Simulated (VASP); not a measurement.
Runs of VASP 6.6.1 on CuI. The structure is that of space group F-43m (No. 216), or close to it. The cells are those of the table. 

| cell | gap on the mesh (eV) | pressure (GPa) |
| --- | --- | --- |
| a = 4.330 Å, angles 60.0°, 2 atoms | 0.92 | -5.1 |
| a = 4.244 Å, angles 60.0°, 2 atoms | 1.08 | -3.2 |
| a = 4.371 Å, angles 60.0°, 2 atoms | (b) | -5.9 |
| a = 4.200 Å, angles 60.0°, 2 atoms | (c) | (a) |

Alike in all rows: task single point; level LDA; potentials or basis VASP PAW LDA potentials, release 64 (Cu, I); no spin polarisation; k mesh 6 × 6 × 6; cutoff (eV) 600; smearing gaussian 0.01 eV.

Q: Fill in the values left out.

A: (a) -1.8; (b) 0.85; (c) 1.17.

Caveats: spin-orbit coupling is left out, which moves the levels of the heavy elements; the cell stands under tension (at least some runs).

A k mesh can miss the band edges, and the runs leave out spin-orbit coupling on I.
